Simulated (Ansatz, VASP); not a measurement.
Two plane-wave programs on K2IF

```
F I K
1.0
     2.16868    1.25209    7.30610
    -2.16868    1.25209    7.30610
     0.00000   -2.50417    7.30610
F I K
1 1 2
Direct
  0.00000 0.00000 0.00000
  0.50000 0.50000 0.50000
  0.27250 0.27250 0.27250
  0.72750 0.72750 0.72750
```

Alike in both runs: task single point; functional r2SCAN; k mesh 6 × 6 × 6; no spin polarisation.

```csv
,VASP,Ansatz
version,VASP 6.6.1,Ansatz 0.2.0
potentials or method,"VASP PAW PBE potentials, release 64 (F, I, K_sv)","plane waves, PAW"
plane-wave cutoff (eV),520,500
occupations,"gaussian, width 0.01 eV",fixed
valence electrons in the cell,32,42
```

|  | VASP | Ansatz | Ansatz less VASP |
| --- | --- | --- | --- |
| gap on the k mesh at the Fermi level (eV) | 3.63 | 3.63 | +0.001 |
| pressure (GPa) | 0.0 | 0.0 | +0.02 |

VASP's potentials were made for PBE, not for r2SCAN. VASP's potentials hold 32 valence electrons a cell and Ansatz's 42, so a difference there can come from the potentials and not from the codes.

Spin-orbit coupling is off throughout.
